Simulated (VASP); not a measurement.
# AgI (F-43m) in VASP: further runs, part 2 of 3

VASP 6.6.1.

## (4) Single point, PBEsol

This run uses another cell than the first one, of 33.54 Å³/atom.

The input, INCAR:

```
  PREC = Accurate
  ENCUT = 500
  EDIFF = 1E-6
  ISMEAR = 0
  SIGMA = 0.05
  LREAL = False
  LASPH = True
  NELM = 120
  ALGO = Normal
  ISIF = 2
  LWAVE = False
  LCHARG = False
  GGA = PS
  NBANDS = 16
  GGA_COMPAT = False
```

The input, KPOINTS:

```
Automatic mesh
0
Gamma
  8 8 8
```

The input, POSCAR:

```
AgI
1.0
    0.0000000000      3.2249115987      3.2249115987
    3.2249115987      0.0000000000      3.2249115987
    3.2249115987      3.2249115987      0.0000000000
Ag I
1 1
Direct
    0.0000000000      0.0000000000      0.0000000000
    0.7500000000      0.7500000000      0.7500000000
```

Potentials or basis: VASP PAW PBE potentials, release 64 (Ag, I).

Launch:

```bash
$ cat potpaw_PBE.64/Ag/POTCAR potpaw_PBE.64/I/POTCAR > POTCAR
$ mpirun -np 1 vasp_std > vasp.out
```

OUTCAR:

```text
PREC = Accurate
   ENCUT = 500
   EDIFF = 1E-6
   ISMEAR = 0
   LREAL = False
   LASPH = True
   NELM = 120
   ISIF = 2
   GGA = PS

 ion  position               nearest neighbor table
   1  0.000  0.000  0.000-   2 2.79   2 2.79   2 2.79   2 2.79
   2  0.750  0.750  0.750-   1 2.79   1 2.79   1 2.79   1 2.79

  LATTYP: Found a face centered cubic cell.
 ALAT       =     6.4498231974

  Lattice vectors:

 A1 = (   0.0000000000,   3.2249115987,   3.2249115987)
 A2 = (   3.2249115987,   0.0000000000,   3.2249115987)
 A3 = (   3.2249115987,   3.2249115987,   0.0000000000)

Analysis of symmetry for initial positions (statically):
=====================================================================
 Subroutine PRICEL returns:
 Original cell was already a primitive cell.

 Routine SETGRP: Setting up the symmetry group for a
 face centered cubic supercell.

 Subroutine GETGRP returns: Found 24 space group operations
 (whereof 24 operations were pure point group operations)
 out of a pool of 48 trial point group operations.

The static configuration has the point symmetry T_d .

Analysis of symmetry for dynamics (positions and initial velocities):
=====================================================================
 Subroutine PRICEL returns:
 Original cell was already a primitive cell.

 Routine SETGRP: Setting up the symmetry group for a
 face centered cubic supercell.

 Subroutine GETGRP returns: Found 24 space group operations
 (whereof 24 operations were pure point group operations)
 out of a pool of 48 trial point group operations.

The dynamic configuration has the point symmetry T_d .

 Subroutine INISYM returns: Found 24 space group operations
 (whereof 24 operations are pure point group operations),
 and found     1 'primitive' translations

----------------------------------------------------------------------------------------

                                     Primitive cell

  volume of cell :      67.0785

  direct lattice vectors                    reciprocal lattice vectors
     0.000000000  3.224911599  3.224911599    -0.155043010  0.155043010  0.155043010
     3.224911599  0.000000000  3.224911599     0.155043010 -0.155043010  0.155043010
     3.224911599  3.224911599  0.000000000     0.155043010  0.155043010 -0.155043010

  length of vectors
     4.560713720  4.560713720  4.560713720     0.268542370  0.268542370  0.268542370

  position of ions in fractional coordinates (direct lattice)
     0.000000000  0.000000000  0.000000000
     0.750000000  0.750000000  0.750000000

  ion indices of the primitive-cell ions
   primitive index   ion index
                 1           1
                 2           2

----------------------------------------------------------------------------------------

 KPOINTS: Automatic mesh

Automatic generation of k-mesh.
 Grid dimensions read from file:
 generate k-points for:    8    8    8

 Generating k-lattice:

  Cartesian coordinates                     Fractional coordinates (reciprocal lattice)
    -0.019380376  0.019380376  0.019380376     0.125000000  0.000000000  0.000000000
     0.019380376 -0.019380376  0.019380376     0.000000000  0.125000000  0.000000000
     0.019380376  0.019380376 -0.019380376     0.000000000  0.000000000  0.125000000

  Length of vectors
     0.033567796  0.033567796  0.033567796

  Shift w.r.t. Gamma in fractional coordinates (k-lattice)
     0.000000000  0.000000000  0.000000000

 Subroutine IBZKPT returns following result:
 ===========================================

 Found     29 irreducible k-points:

 Following reciprocal coordinates:
            Coordinates               Weight
  0.000000  0.000000  0.000000      1.000000
  0.125000  0.000000  0.000000      8.000000
  0.250000  0.000000  0.000000      8.000000
  0.375000  0.000000  0.000000      8.000000
  0.500000  0.000000  0.000000      4.000000
  0.125000  0.125000  0.000000      6.000000
[... 16 lines left out ...]
  0.500000  0.250000  0.125000     48.000000
 -0.375000  0.250000  0.125000     24.000000
 [... further k-points ...]
   k-points           NKPTS =     29   k-points in BZ     NKDIM =     29   number of bands    NBANDS=     16
   number of dos      NEDOS =    301   number of ions     NIONS =      2
   total plane-waves  NPLWV =  46656
   dimension x,y,z NGX =    36 NGY =   36 NGZ =   36
   dimension x,y,z NGXF=    72 NGYF=   72 NGZF=   72
   ions per type =               1   1
   NGX,Y,Z   is equivalent  to a cutoff of  13.12, 13.12, 13.12 a.u.
   NGXF,Y,Z  is equivalent  to a cutoff of  26.25, 26.25, 26.25 a.u.
 SYSTEM =  unknown system
   PREC   = accura    normal or accurate (medium, high low for compatibility)
   ISTART =      0    job   : 0-new  1-cont  2-samecut
   ICHARG =      2    charge: 1-file 2-atom 10-const
   ISPIN  =      1    spin polarized calculation?
   LNONCOLLINEAR =      F non collinear calculations
   LSORBIT =      F    spin-orbit coupling
   LASPH  =      T    aspherical Exc in radial PAW
   ENCUT  =  500.0 eV  36.75 Ry    6.06 a.u.   8.32  8.32  8.32*2*pi/ulx,y,z
   NELM   =    120;   NELMIN=  2; NELMDL= -5     # of ELM steps
   EDIFF  = 0.1E-05   stopping-criterion for ELM
   LREAL  =      F    real-space projection
[... 7 lines left out ...]
   TEBEG  =    0.0;   TEEND  =   0.0 temperature during run
   PSTRESS=    0.0 pullay stress
   NELECT =      18.0000    total number of electrons
   NUPDOWN=      -1.0000    fix difference up-down
   EMIN   =  10.00;   EMAX   =-10.00  energy-range for DOS
   EFERMI =   0.00;   METHOD = LEGACY
   ISMEAR =     0;   SIGMA  =   0.05  broadening in eV -4-tet -1-fermi 0-gaus
   EFERMI_NEDOS =   21; number of points for ismear=-14 and -15
   IALGO  =     38    algorithm
   IMIX   =      4    mixing-type and parameters
     AMIX     =   0.40;   BMIX     =  1.00
     AMIX_MAG =   1.60;   BMIX_MAG =  1.00
  volume/ion in A,a.u.               =      33.54       226.33
  Fermi-wavevector in a.u.,A,eV,Ry     =   1.055937  1.995431 15.170525  1.115002
  Thomas-Fermi vector in A             =   2.191154
   LORBIT       =      0    0 simple, 1 ext, 2 COOP (PROOUT), +10 PAW based schemes
   GGA     = PS    functional components
   LHFCALC =     F    Hartree Fock is set to
   AEXX    =    0.0000 exact exchange contribution
   IVDW    =     0    specifies the selected vdW correction
   LEPSILON=     F    determine dielectric tensor
   LRPA    =     F    only Hartree local field effects (RPA)
 non-spin polarized calculation
 Gauss-broadening in eV      SIGMA  =   0.05
  energy-cutoff  :      500.00
  volume of cell :       67.08
 maximum number of plane-waves:      1727
 NGX is ok and might be reduce to    36
   NGX = 17   NGY = 17   NGZ = 17

 number of electron      17.9999998 magnetization

 Free energy of the ion-electron system (eV)
  ---------------------------------------------------
  ext. energy  EPLUGINS =         0.00000000
  ---------------------------------------------------
  free energy    TOTEN  =        -5.45483880 eV

  energy without entropy =       -5.45483880  energy(sigma->0) =       -5.45483880

 E-fermi :   3.4674     XC(G=0):  -8.7335

 val. band max:        3.2406239957   @ k =   0.0000   0.0000   0.0000
 cond. band min:       4.4411709706   @ k =   0.0000   0.0000   0.0000
 fundamental gap:      1.2005469748
 Fermi energy:         3.4673948939

 k-point     1 :       0.0000    0.0000    0.0000
  band No.  band energies     occupation
      1      -9.7253      2.00000
      2      -1.1256      2.00000
      3      -1.1256      2.00000
      4      -1.1256      2.00000
      5       0.0628      2.00000
      6       0.0628      2.00000
[... 8 lines left out ...]
     15      13.2715      0.00000
     16      13.2715      0.00000

 k-point     2 :       0.1250    0.0000    0.0000
  band No.  band energies     occupation
      1      -9.6821      2.00000
      2      -1.1535      2.00000
      3      -1.0977      2.00000
      4      -1.0977      2.00000
      5       0.0587      2.00000
      6       0.0587      2.00000
[... 8 lines left out ...]
     15      12.6328      0.00000
     16      12.6824      0.00000
[... 387 lines left out ...]
      5       0.0500      2.00000
      6       0.0971      2.00000
[... 8 lines left out ...]
     15      14.0540      0.00000
     16      14.5554      0.00000

 k-point    24 :      -0.3750    0.2500    0.1250
  band No.  band energies     occupation
      1      -9.3630      2.00000
      2      -1.0320      2.00000
      3      -0.9539      2.00000
      4      -0.7719      2.00000
      5       0.0237      2.00000
      6       0.1073      2.00000
[... 8 lines left out ...]
     15      13.8274      0.00000
     16      14.5268      0.00000

 [... further k-points ...]

------------------------ aborting loop because EDIFF is reached ----------------------------------------

  FORCE on cell =-STRESS in cart. coord.  units (eV):
  Direction    XX          YY          ZZ          XY          YZ          ZX
  --------------------------------------------------------------------------------------
  -------------------------------------------------------------------------------------
  Total       -0.0110424     -0.0110424     -0.0110424      0.0000000      0.0000000     -0.0000000
  in kB       -0.2637488     -0.2637488     -0.2637488      0.0000000      0.0000000     -0.0000000
  external PRESSURE =      -0.2637488 kB  Pullay stress =       0.0000000 kB

 VOLUME and BASIS-vectors are now :
 -----------------------------------------------------------------------------
  energy-cutoff  :      500.00
  volume of cell :       67.08
      direct lattice vectors                 reciprocal lattice vectors
     0.000000000  3.224911599  3.224911599    -0.155043010  0.155043010  0.155043010
     3.224911599  0.000000000  3.224911599     0.155043010 -0.155043010  0.155043010
     3.224911599  3.224911599  0.000000000     0.155043010  0.155043010 -0.155043010

 POSITION                                       TOTAL-FORCE (eV/Angst)
 -----------------------------------------------------------------------------------
      0.00000      0.00000      0.00000        -0.000000     -0.000000     -0.000000
      4.83737      4.83737      4.83737         0.000000      0.000000      0.000000
 -----------------------------------------------------------------------------------
    total drift:                               -0.000000     -0.000000     -0.000000

  FREE ENERGIE OF THE ION-ELECTRON SYSTEM (eV)
  ---------------------------------------------------
  free  energy   TOTEN  =        -5.4548388046 eV

  energy  without entropy=       -5.4548388046  energy(sigma->0) =       -5.45483880
```

OSZICAR:

```text
N       E                     dE             d eps       ncg     rms          rms(c)
DAV:   1     0.881419982365E+02    0.88142E+02   -0.75700E+03   952   0.917E+02
DAV:   2    -0.226277072041E+01   -0.90405E+02   -0.84396E+02  1088   0.194E+02
DAV:   3    -0.553279312090E+01   -0.32700E+01   -0.32618E+01  1152   0.376E+01
DAV:   4    -0.558345745740E+01   -0.50664E-01   -0.50662E-01  1416   0.442E+00
DAV:   5    -0.558356990728E+01   -0.11245E-03   -0.11245E-03  1224   0.205E-01    0.556E+00
DAV:   6    -0.545801813629E+01    0.12555E+00   -0.39143E-01  1032   0.844E+00    0.416E+00
DAV:   7    -0.545593016407E+01    0.20880E-02   -0.42860E-02  1040   0.126E+00    0.191E+00
DAV:   8    -0.545471555257E+01    0.12146E-02   -0.20159E-03  1184   0.375E-01    0.262E-01
DAV:   9    -0.545477961761E+01   -0.64065E-04   -0.31626E-04  1128   0.216E-01    0.381E-02
DAV:  10    -0.545481071041E+01   -0.31093E-04   -0.24877E-05  1152   0.358E-02    0.177E-02
DAV:  11    -0.545483876298E+01   -0.28053E-04   -0.30888E-05  1104   0.331E-02    0.529E-03
DAV:  12    -0.545483880465E+01   -0.41664E-07   -0.56591E-07   928   0.761E-03
   1 F= -.54548388E+01 E0= -.54548388E+01  d E =-.192663E-12
```

Run time: 22 s. Hardware: 1 thread of AMD EPYC 9R45 (Zen 5), shared host; peak memory 0.18 GiB.

What came out:

```yaml
Free_energy: -5.4548 eV
Pressure: 0.0 GPa
Band_gap_on_the_k_mesh: 1.20 eV
```

Levels at points of the mesh, in eV from the valence-band top:
```tsv
k point	band 7	band 8	band 9	band 10	band 11	band 12
(0.00, 0.00, 0.00)	0.00	0.00	0.00	1.20	5.63	5.63
(0.50, 0.00, 0.00)	-3.03	-0.76	-0.76	2.64	6.13	6.13
(0.50, 0.50, 0.00)	-2.70	-1.87	-1.87	3.43	3.75	8.43
```

Caveat: the PAW data sets were made with another functional, which shifts forces and pressure a little; spin-orbit coupling is left out, which moves the levels of the heavy elements.

## (5) Single point, PBEsol (34.21 Å³/atom)

This run uses another cell than the first one, of 34.21 Å³/atom.

The input, INCAR:

```
SYSTEM = AgI
ALGO = Normal
EDIFF = 1E-6
ENCUT = 500
GGA = PS
GGA_COMPAT = .FALSE.
ISIF = 2
ISMEAR = 0
LASPH = .TRUE.
LCHARG = .FALSE.
LREAL = .FALSE.
LWAVE = .FALSE.
NBANDS = 16
NELM = 120
PREC = Accurate
SIGMA = 0.05
```

The input, KPOINTS:

```
k-points
0
G
  8 8 8
  0 0 0
```

The input, POSCAR:

```
AgI
1.0
    0.0000000000      3.2462692516      3.2462692516
    3.2462692516      0.0000000000      3.2462692516
    3.2462692516      3.2462692516      0.0000000000
Ag I
1 1
Direct
    0.0000000000      0.0000000000      0.0000000000
    0.7500000000      0.7500000000      0.7500000000
```

Potentials or basis: VASP PAW PBE potentials, release 64 (Ag, I).

Launch:

```bash
$ cat potpaw_PBE.64/Ag/POTCAR potpaw_PBE.64/I/POTCAR > POTCAR
$ mpirun -np 1 vasp_std > vasp.out
```

OUTCAR:

```text
SYSTEM = AgI
   EDIFF = 1E-6
   ENCUT = 500
   GGA = PS
   ISIF = 2
   ISMEAR = 0
   LASPH = .TRUE.
   LREAL = .FALSE.
   NELM = 120
   PREC = Accurate

 ion  position               nearest neighbor table
   1  0.000  0.000  0.000-   2 2.81   2 2.81   2 2.81   2 2.81
   2  0.750  0.750  0.750-   1 2.81   1 2.81   1 2.81   1 2.81

  LATTYP: Found a face centered cubic cell.
 ALAT       =     6.4925385032

  Lattice vectors:

 A1 = (   0.0000000000,   3.2462692516,   3.2462692516)
 A2 = (   3.2462692516,   0.0000000000,   3.2462692516)
 A3 = (   3.2462692516,   3.2462692516,   0.0000000000)

Analysis of symmetry for initial positions (statically):
=====================================================================
 Subroutine PRICEL returns:
 Original cell was already a primitive cell.

 Routine SETGRP: Setting up the symmetry group for a
 face centered cubic supercell.

 Subroutine GETGRP returns: Found 24 space group operations
 (whereof 24 operations were pure point group operations)
 out of a pool of 48 trial point group operations.

The static configuration has the point symmetry T_d .

Analysis of symmetry for dynamics (positions and initial velocities):
[... 163 lines left out ...]
 cond. band min:       4.2191555406   @ k =   0.0000   0.0000   0.0000
 fundamental gap:      1.2025831968
 Fermi energy:         3.2616830738

 k-point     1 :       0.0000    0.0000    0.0000
  band No.  band energies     occupation
      1      -9.8368      2.00000
      2      -1.2274      2.00000
      3      -1.2274      2.00000
      4      -1.2274      2.00000
      5      -0.0716      2.00000
      6      -0.0716      2.00000
[... 433 lines left out ...]
      3      -1.0571      2.00000
      4      -0.8813      2.00000
      5      -0.1086      2.00000
      6      -0.0283      2.00000
[... 8 lines left out ...]
     15      13.5868      0.00000
     16      14.2686      0.00000

 [... further k-points ...]

------------------------ aborting loop because EDIFF is reached ----------------------------------------

  FORCE on cell =-STRESS in cart. coord.  units (eV):
  Direction    XX          YY          ZZ          XY          YZ          ZX
  --------------------------------------------------------------------------------------
  -------------------------------------------------------------------------------------
  Total       -0.2847776     -0.2847776     -0.2847776      0.0000000      0.0000000      0.0000000
  in kB       -6.6685708     -6.6685708     -6.6685708      0.0000000      0.0000000      0.0000000
  external PRESSURE =      -6.6685708 kB  Pullay stress =       0.0000000 kB

 VOLUME and BASIS-vectors are now :
 -----------------------------------------------------------------------------
  energy-cutoff  :      500.00
  volume of cell :       68.42
      direct lattice vectors                 reciprocal lattice vectors
     0.000000000  3.246269252  3.246269252    -0.154022960  0.154022960  0.154022960
     3.246269252  0.000000000  3.246269252     0.154022960 -0.154022960  0.154022960
     3.246269252  3.246269252  0.000000000     0.154022960  0.154022960 -0.154022960

 POSITION                                       TOTAL-FORCE (eV/Angst)
 -----------------------------------------------------------------------------------
      0.00000      0.00000      0.00000        -0.000000      0.000000      0.000000
      4.86940      4.86940      4.86940         0.000000     -0.000000     -0.000000
 -----------------------------------------------------------------------------------
    total drift:                                0.000000      0.000000      0.000000

  FREE ENERGIE OF THE ION-ELECTRON SYSTEM (eV)
  ---------------------------------------------------
  free  energy   TOTEN  =        -5.4519532951 eV

  energy  without entropy=       -5.4519532951  energy(sigma->0) =       -5.45195330
```

OSZICAR:

```text
N       E                     dE             d eps       ncg     rms          rms(c)
DAV:   1     0.892731029274E+02    0.89273E+02   -0.75400E+03   928   0.911E+02
DAV:   2    -0.224088969986E+01   -0.91514E+02   -0.85568E+02  1136   0.192E+02
DAV:   3    -0.552521059750E+01   -0.32843E+01   -0.32769E+01  1160   0.380E+01
DAV:   4    -0.557563926082E+01   -0.50429E-01   -0.50426E-01  1392   0.442E+00
DAV:   5    -0.557575376452E+01   -0.11450E-03   -0.11450E-03  1224   0.209E-01    0.530E+00
DAV:   6    -0.545466558174E+01    0.12109E+00   -0.37687E-01  1032   0.827E+00    0.398E+00
DAV:   7    -0.545290267111E+01    0.17629E-02   -0.42278E-02  1056   0.125E+00    0.184E+00
DAV:   8    -0.545182125996E+01    0.10814E-02   -0.20526E-03  1200   0.384E-01    0.264E-01
DAV:   9    -0.545189136831E+01   -0.70108E-04   -0.32255E-04  1144   0.219E-01    0.377E-02
DAV:  10    -0.545192387440E+01   -0.32506E-04   -0.26582E-05  1168   0.366E-02    0.173E-02
DAV:  11    -0.545195321474E+01   -0.29340E-04   -0.32405E-05  1112   0.336E-02    0.486E-03
DAV:  12    -0.545195329506E+01   -0.80318E-07   -0.57139E-07   896   0.742E-03
   1 F= -.54519533E+01 E0= -.54519533E+01  d E =-.604510E-14
```

stdout:

```text
POSCAR found type information on POSCAR AgI
 POSCAR found :  2 types and       2 ions
 scaLAPACK will be used
 -----------------------------------------------------------------------------
|                                                                             |
|                                                                             |
|     You enforced a specific xc type in the INCAR file but a different       |
|     I HOPE YOU KNOW WHAT YOU ARE DOING!                                     |
|                                                                             |
 -----------------------------------------------------------------------------

 LDA part: xc-table for (Slater+PW92), standard interpolation
 POSCAR, INCAR and KPOINTS ok, starting setup
 FFT: planning ... GRIDC
 FFT: planning ... GRID_SOFT
 FFT: planning ... GRID
 WAVECAR not read
 entering main loop
```

Run time: 22 s. Hardware: 1 thread of AMD EPYC 9R45 (Zen 5), shared host; peak memory 0.19 GiB.

What came out:

- Free energy: -5.4520 eV
- Pressure: -0.7 GPa
- Band gap on the k mesh: 1.20 eV

Levels at points of the mesh, in eV from the valence-band top:
```
           k point  band 6  band 7  band 8  band 9  band 10  band 11  band 12  band 13
(0.00, 0.00, 0.00)   -3.09    0.00    0.00    0.00     1.20     5.67     5.67     5.67
(0.50, 0.00, 0.00)   -3.06   -2.94   -0.73   -0.73     2.65     6.15     6.15     7.07
(0.50, 0.50, 0.00)   -2.97   -2.63   -1.80   -1.80     3.48     3.77     8.37     9.56
```

Caveat: the PAW data sets were made with another functional, which shifts forces and pressure a little; spin-orbit coupling is left out, which moves the levels of the heavy elements. Expect the measured gap to be larger: semilocal functionals such as PBEsol lack the derivative discontinuity.

(Continued in part 3 of 3.)
